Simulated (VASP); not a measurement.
# NaF (I4/mmm) in VASP: further runs, part 2 of 2

VASP 6.6.1. The steps go on from the part before.

## 3. Single point, PBEsol (strain -0.030 along x and y, +0.030 along z)

The input, INCAR:

```
PREC     = Accurate       # precision mode
ENCUT    = 520            # plane-wave cutoff, eV
EDIFF    = 1E-7           # SCF threshold, eV
ISMEAR   = 0              # smearing method
SIGMA    = 0.05           # smearing width, eV
LREAL    = F              # projectors in reciprocal space
LASPH    = T              # aspherical terms in the spheres
NELM     = 100            # most SCF steps
ALGO     = Normal         # electronic algorithm
ISIF     = 2              # what is computed and relaxed
LWAVE    = F              # write WAVECAR
LCHARG   = T              # write CHGCAR
GGA      = PS             # functional
LELF     = T              # ELF
LVHAR    = T            
NBANDS   = 14             # bands
```

The input, KPOINTS:

```
Automatic mesh
0
Gamma
  8 8 8
```

The input, POSCAR:

```
NaF
1.0
    0.0000000000      2.2536010000      2.3929990000
    2.2536010000      0.0000000000      2.3929990000
    2.2536010000      2.2536010000      0.0000000000
Na F
1 1
Direct
    0.0000000000      0.0000000000      0.0000000000
    0.5000000000      0.5000000000      0.5000000000
```

Potentials or basis: VASP PAW PBE potentials, release 64 (Na_pv, F).

The run is started by

```bash
$ cat potpaw_PBE.64/Na_pv/POTCAR potpaw_PBE.64/F/POTCAR > POTCAR
$ mpirun -np 1 vasp_std > vasp.out
```

OUTCAR:

```text
PREC = Accurate
   ENCUT = 520
   EDIFF = 1E-7
   ISMEAR = 0
   LREAL = F
   LASPH = T
   NELM = 100
   ISIF = 2
   GGA = PS

 ion  position               nearest neighbor table
   1  0.000  0.000  0.000-   2 2.25   2 2.25   2 2.25   2 2.25
   2  0.500  0.500  0.500-   1 2.25   1 2.25   1 2.25   1 2.25

  LATTYP: Found a body centered tetragonal cell.
 ALAT       =     3.1870730984
 C/A-ratio  =     1.5016906899

  Lattice vectors:

 A1 = (  -2.2536010000,   0.0000000000,   2.3929990000)
 A2 = (   2.2536010000,   0.0000000000,   2.3929990000)
 A3 = (   0.0000000000,   2.2536010000,  -2.3929990000)

Analysis of symmetry for initial positions (statically):
=====================================================================
 Subroutine PRICEL returns:
 Original cell was already a primitive cell.

 Routine SETGRP: Setting up the symmetry group for a
 body centered tetragonal supercell.

 Subroutine GETGRP returns: Found 16 space group operations
 (whereof 16 operations were pure point group operations)
 out of a pool of 16 trial point group operations.

The static configuration has the point symmetry D_4h.

[... 173 lines left out ...]
      5      -2.0809      2.00000
      6      -2.0750      2.00000
      7      -2.0750      2.00000
      8       4.2001      0.00000
      9      16.6638      0.00000
     10      17.1146      0.00000
     11      17.1146      0.00000
     12      19.7023      0.00000
     13      21.2426      0.00000
     14      22.9710      0.00000
[... 377 lines left out ...]
      1     -21.6600      2.00000
      2     -20.8015      2.00000
      3     -20.7762      2.00000
      4     -20.1461      2.00000
      5      -3.3806      2.00000
      6      -2.3657      2.00000
      7      -2.3398      2.00000
      8       7.5257      0.00000
      9      11.7902      0.00000
     10      17.2454      0.00000
     11      17.6925      0.00000
     12      19.2225      0.00000
     13      21.8469      0.00000
     14      24.2123      0.00000

 [... further k-points ...]

------------------------ aborting loop because EDIFF is reached ----------------------------------------

  FORCE on cell =-STRESS in cart. coord.  units (eV):
  Direction    XX          YY          ZZ          XY          YZ          ZX
  --------------------------------------------------------------------------------------
  -------------------------------------------------------------------------------------
  Total        0.4821317      0.4821317     -0.2817530      0.0000000      0.0000000      0.0000000
  in kB       31.7796914     31.7796914    -18.5717382      0.0000000      0.0000000      0.0000000
  external PRESSURE =      14.9958815 kB  Pullay stress =       0.0000000 kB

 VOLUME and BASIS-vectors are now :
 -----------------------------------------------------------------------------
  energy-cutoff  :      520.00
  volume of cell :       24.31
      direct lattice vectors                 reciprocal lattice vectors
     0.000000000  2.253601000  2.392999000    -0.221867136  0.221867136  0.208942837
     2.253601000  0.000000000  2.392999000     0.221867136 -0.221867136  0.208942837
     2.253601000  2.253601000  0.000000000     0.221867136  0.221867136 -0.208942837

 POSITION                                       TOTAL-FORCE (eV/Angst)
 -----------------------------------------------------------------------------------
      0.00000      0.00000      0.00000         0.000000     -0.000000      0.000000
      2.25360      2.25360      2.39300        -0.000000      0.000000      0.000000
 -----------------------------------------------------------------------------------
    total drift:                                0.000000     -0.000000      0.000000

  FREE ENERGIE OF THE ION-ELECTRON SYSTEM (eV)
  ---------------------------------------------------
  free  energy   TOTEN  =        -8.7506202655 eV

  energy  without entropy=       -8.7506202655  energy(sigma->0) =       -8.75062027
```

OSZICAR:

```text
N       E                     dE             d eps       ncg     rms          rms(c)
DAV:   1     0.105794470036E+03    0.10579E+03   -0.77533E+03  1670   0.124E+03
DAV:   2    -0.421286040426E+01   -0.11001E+03   -0.10299E+03  1844   0.332E+02
DAV:   3    -0.948292378244E+01   -0.52701E+01   -0.52581E+01  2084   0.673E+01
DAV:   4    -0.952436320998E+01   -0.41439E-01   -0.41438E-01  1880   0.640E+00
DAV:   5    -0.952477502233E+01   -0.41181E-03   -0.41181E-03  2084   0.641E-01    0.493E+00
DAV:   6    -0.876561789375E+01    0.75916E+00   -0.25860E+00  2038   0.148E+01    0.179E+00
DAV:   7    -0.875158737738E+01    0.14031E-01   -0.29261E-02  1718   0.209E+00    0.103E+00
DAV:   8    -0.875026590155E+01    0.13215E-02   -0.24755E-02  1796   0.329E+00    0.151E-01
DAV:   9    -0.875077373757E+01   -0.50784E-03   -0.45208E-03  2090   0.641E-01    0.123E-01
DAV:  10    -0.875061509971E+01    0.15864E-03   -0.93006E-04  1880   0.368E-01    0.816E-03
DAV:  11    -0.875062015749E+01   -0.50578E-05   -0.35564E-05  1916   0.118E-01    0.682E-03
DAV:  12    -0.875062029473E+01   -0.13724E-06   -0.42414E-06  1940   0.253E-02    0.291E-03
DAV:  13    -0.875062026551E+01    0.29226E-07   -0.57570E-07  1874   0.683E-03
   1 F= -.87506203E+01 E0= -.87506203E+01  d E =-.330519E-16
```

Wall time 38 s (1 thread of AMD EPYC 7R13, shared host); peak memory 0.11 GiB.

What came out:

| Quantity | Value |
| --- | --- |
| Free energy | -8.7506 eV |
| Pressure | 1.5 GPa |
| Band gap on the k mesh | 6.28 eV |

Levels at points of the mesh, in eV from the valence-band top:
| k point | band 4 | band 5 | band 6 | band 7 | band 8 | band 9 | band 10 | band 11 |
| --- | --- | --- | --- | --- | --- | --- | --- | --- |
| (0.00, 0.00, 0.00) | -18.68 | -0.01 | 0.00 | 0.00 | 6.28 | 18.74 | 19.19 | 19.19 |
| (0.50, 0.00, 0.00) | -17.92 | -1.67 | -0.30 | -0.25 | 10.74 | 12.52 | 19.71 | 20.83 |
| (0.50, 0.50, 0.00) | -18.73 | -1.40 | -0.35 | -0.35 | 12.64 | 13.57 | 13.63 | 20.43 |
| (0.50, 0.00, 0.50) | -18.76 | -1.30 | -0.50 | -0.41 | 13.01 | 13.44 | 13.83 | 19.43 |

Caveat: the cell differs from its parent crystal (strain -0.030 along x and y, +0.030 along z); the PAW data sets were made with another functional, which shifts forces and pressure a little.

## 4. Single point, PBEsol (strain +0.000 along x and y, -0.030 along z)

The input, INCAR:

```
  ALGO = Normal
  EDIFF = 1E-7
  ENCUT = 520
  GGA = PS
  ISIF = 2
  ISMEAR = 0
  LASPH = T
  LCHARG = F
  LREAL = F
  LWAVE = F
  NBANDS = 14
  NELM = 60
  PREC = Accurate
  SIGMA = 0.05
```

The input, KPOINTS:

```
k-points
0
Gamma
  8 8 8
```

The input, POSCAR:

```
NaF
1.0
    0.0000000000      2.3233000000      2.2536010000
    2.3233000000      0.0000000000      2.2536010000
    2.3233000000      2.3233000000      0.0000000000
Na F
1 1
Direct
    0.0000000000      0.0000000000      0.0000000000
    0.5000000000      0.5000000000      0.5000000000
```

The run is started by

```bash
$ cat potpaw_PBE.64/Na_pv/POTCAR potpaw_PBE.64/F/POTCAR > POTCAR
$ mpirun -np 1 vasp_std > vasp.out
```

It took 35 s on 1 thread of AMD EPYC 7R13, shared host; peak memory 0.11 GiB.

The run converged. Its results:

| Quantity | Value |
| --- | --- |
| Free energy | -8.7620 eV |
| Pressure | 1.1 GPa |
| Band gap on the k mesh | 6.28 eV |

Stress tensor (GPa, compression positive):
```
0.12 0.00 0.00
0.00 0.12 0.00
0.00 0.00 3.10
```

Levels at points of the mesh, in eV from the valence-band top:
| k point | band 3 | band 4 | band 5 | band 6 | band 7 | band 8 | band 9 | band 10 | band 11 | band 12 |
| --- | --- | --- | --- | --- | --- | --- | --- | --- | --- | --- |
| (0.00, 0.00, 0.00) | -18.70 | -18.69 | 0.00 | 0.00 | 0.00 | 6.28 | 18.93 | 18.93 | 19.16 | 21.74 |
| (0.50, 0.00, 0.00) | -18.71 | -17.94 | -1.67 | -0.28 | -0.26 | 10.74 | 12.52 | 19.94 | 20.53 | 22.86 |
| (0.50, 0.50, 0.00) | -18.77 | -18.77 | -1.29 | -0.46 | -0.46 | 12.97 | 13.44 | 13.84 | 19.69 | 19.69 |
| (0.50, 0.00, 0.50) | -18.76 | -18.75 | -1.35 | -0.42 | -0.38 | 13.02 | 13.28 | 13.71 | 19.91 | 20.21 |

Caveat: the cell differs from its parent crystal (strain +0.000 along x and y, -0.030 along z); the PAW data sets were made with another functional, which shifts forces and pressure a little.

## 5. Single point, PBEsol (strain -0.015 along x and y, +0.000 along z)

The input, INCAR:

```
PREC     = Accurate       # precision mode
ENCUT    = 520            # plane-wave cutoff, eV
EDIFF    = 1E-6           # SCF threshold, eV
ISMEAR   = 0              # smearing method
SIGMA    = 0.05           # smearing width, eV
LREAL    = F              # projectors in reciprocal space
LASPH    = T              # aspherical terms in the spheres
NELM     = 60             # most SCF steps
ALGO     = Normal         # electronic algorithm
ISIF     = 2              # what is computed and relaxed
LWAVE    = F              # write WAVECAR
LCHARG   = F              # write CHGCAR
GGA      = PS             # functional
NBANDS   = 14             # bands
```

The input, KPOINTS:

```
Automatic mesh
0
Gamma
  8 8 8
```

The input, POSCAR:

```
NaF
1.0
    0.0000000000      2.2884505000      2.3233000000
    2.2884505000      0.0000000000      2.3233000000
    2.2884505000      2.2884505000      0.0000000000
Na F
1 1
Direct
    0.0000000000      0.0000000000      0.0000000000
    0.5000000000      0.5000000000      0.5000000000
```

The run is started by

```bash
$ cat potpaw_PBE.64/Na_pv/POTCAR potpaw_PBE.64/F/POTCAR > POTCAR
$ mpirun -np 1 vasp_std > vasp.out
```

It took 31 s on 1 thread of AMD EPYC 7R13, shared host; peak memory 0.11 GiB.

The run converged. Its results:

```yaml
Free_energy: -8.7656 eV
Pressure: 0.9 GPa
Band_gap_on_the_k_mesh: 6.28 eV
```

Stress tensor (GPa, compression positive):
```
1.38 0.00 0.00
0.00 1.38 0.00
0.00 0.00 0.02
```

Levels at points of the mesh, in eV from the valence-band top:
| k point | band 4 | band 5 | band 6 | band 7 | band 8 | band 9 | band 10 | band 11 |
| --- | --- | --- | --- | --- | --- | --- | --- | --- |
| (0.00, 0.00, 0.00) | -18.70 | 0.00 | 0.00 | 0.00 | 6.28 | 18.92 | 19.04 | 19.04 |
| (0.50, 0.00, 0.00) | -17.95 | -1.67 | -0.28 | -0.26 | 10.74 | 12.52 | 20.08 | 20.36 |
| (0.50, 0.50, 0.00) | -18.76 | -1.35 | -0.40 | -0.40 | 13.02 | 13.26 | 13.71 | 20.05 |
| (0.50, 0.00, 0.50) | -18.76 | -1.32 | -0.44 | -0.42 | 13.12 | 13.23 | 13.76 | 19.79 |

Caveat: the cell differs from its parent crystal (strain -0.015 along x and y, +0.000 along z); the PAW data sets were made with another functional, which shifts forces and pressure a little.

## 6. Single point, PBEsol (strain -0.015 along x and y, +0.030 along z)

The input, INCAR:

```
SYSTEM = NaF
PREC = Accurate
ENCUT = 520
EDIFF = 1E-6
ISMEAR = 0
SIGMA = 0.05
LREAL = .False.
LASPH = .True.
NELM = 80
ALGO = Normal
ISIF = 2
LWAVE = .False.
LCHARG = .False.
GGA = PS
NBANDS = 14
```

The input, KPOINTS:

```
regular mesh
0
Gamma
  8 8 8
  0 0 0
```

The input, POSCAR:

```
NaF
1.0
    0.0000000000      2.2884505000      2.3929990000
    2.2884505000      0.0000000000      2.3929990000
    2.2884505000      2.2884505000      0.0000000000
Na F
1 1
Direct
    0.0000000000      0.0000000000      0.0000000000
    0.5000000000      0.5000000000      0.5000000000
```

Potentials or basis: VASP PAW PBE potentials, release 64 (Na_pv, F).

The run is started by

```bash
$ cat potpaw_PBE.64/Na_pv/POTCAR potpaw_PBE.64/F/POTCAR > POTCAR
$ mpirun -np 1 vasp_std > vasp.out
```

It took 46 s on 1 thread of AMD EPYC 7R13, shared host; peak memory 0.12 GiB.

It converged, with:

| Property | Result |
| --- | --- |
| Free energy | -8.7610 eV |
| Pressure | -0.4 GPa |
| Band gap on the k mesh | 6.12 eV |

Stress tensor (GPa, compression positive):
```
 0.71  0.00  0.00
 0.00  0.71  0.00
 0.00  0.00 -2.50
```

Levels at points of the mesh, in eV from the valence-band top:
| k point | band 3 | band 4 | band 5 | band 6 | band 7 | band 8 | band 9 | band 10 | band 11 | band 12 |
| --- | --- | --- | --- | --- | --- | --- | --- | --- | --- | --- |
| (0.00, 0.00, 0.00) | -18.78 | -18.78 | 0.00 | 0.00 | 0.00 | 6.12 | 18.59 | 18.92 | 18.92 | 21.48 |
| (0.50, 0.00, 0.00) | -18.79 | -18.02 | -1.60 | -0.27 | -0.24 | 10.56 | 12.27 | 19.51 | 20.33 | 22.36 |
| (0.50, 0.50, 0.00) | -18.83 | -18.81 | -1.33 | -0.36 | -0.36 | 12.53 | 13.35 | 13.36 | 19.91 | 19.91 |
| (0.50, 0.00, 0.50) | -18.84 | -18.78 | -1.26 | -0.47 | -0.39 | 12.95 | 13.12 | 13.52 | 19.17 | 19.60 |

Caveat: the cell differs from its parent crystal (strain -0.015 along x and y, +0.030 along z); the PAW data sets were made with another functional, which shifts forces and pressure a little.

## 7. The runs side by side

```csv
cell,gap on the mesh (eV),pressure (GPa)
"a = 3.212, b = 3.212, c = 3.236 Å, angles 59.7, 59.7, 60.5°, 2 atoms",6.44,2.8
"a = 3.287, b = 3.287, c = 3.187 Å, angles 61.0, 61.0, 58.0°, 2 atoms",6.28,1.5
"a = 3.237, b = 3.237, c = 3.286 Å, angles 59.5, 59.5, 61.0°, 2 atoms",6.28,1.1
"a = 3.261, b = 3.261, c = 3.236 Å, angles 60.3, 60.3, 59.5°, 2 atoms",6.28,0.9
"a = 3.311, b = 3.311, c = 3.236 Å, angles 60.7, 60.7, 58.5°, 2 atoms",6.12,-0.4
```

Alike in all rows: task single point; level PBEsol; potentials or basis VASP PAW PBE potentials, release 64 (Na_pv, F); no spin polarisation; k mesh 8 × 8 × 8; cutoff (eV) 520; smearing gaussian 0.05 eV.

Caveats: the PAW data sets were made with another functional, which shifts forces and pressure a little.

Total energies depend on the potentials used, so only differences within one code and one set of settings carry meaning.
